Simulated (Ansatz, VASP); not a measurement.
One calculation of TaAl2, two programs

```
Ta Al
1.0
     2.81852    0.00000    0.00000
     0.00000    2.81852    0.00000
     0.00000    0.00000    6.78451
Ta Al
1 2
Direct
  0.00000 0.00000 0.00000
  0.50000 0.50000 0.69197
  0.50000 0.50000 0.30803
```

Change from the starting cell: species swapped into the FeSi2 type (P4/mmm, No. 123).

Alike in both runs: functional PBE; k mesh 6 × 6 × 4; occupations gaussian, width 0.1 eV; no spin polarisation.

Ansatz relaxed the structure, and its values are those at the end. VASP's run is a single point on that final structure, the one shown.

|  | VASP | Ansatz |
| --- | --- | --- |
| version | VASP 6.6.1 | Ansatz 0.2.0 |
| potentials or method | VASP PAW PBE potentials, release 64 (Ta_pv, Al), cutoff 520 eV | scalar-relativistic, plane waves, PAW |
| valence electrons in the cell | 17 | 19 |

```tsv
	VASP	Ansatz	Ansatz less VASP
gap on the k mesh at the Fermi level (eV)	none	none	-
pressure (GPa)	0.0	0.0	-0.02
rms of the force components (eV/Å)	0.004	0.006	+0.0026
```

A gap of «none» marks a metal or a gap that the smearing closes. VASP's potentials hold 17 valence electrons a cell and Ansatz's 19, so a difference there can come from the potentials and not from the codes.

The k mesh is coarse, so the values compare programs but aren't converged. Spin-orbit coupling is off throughout.
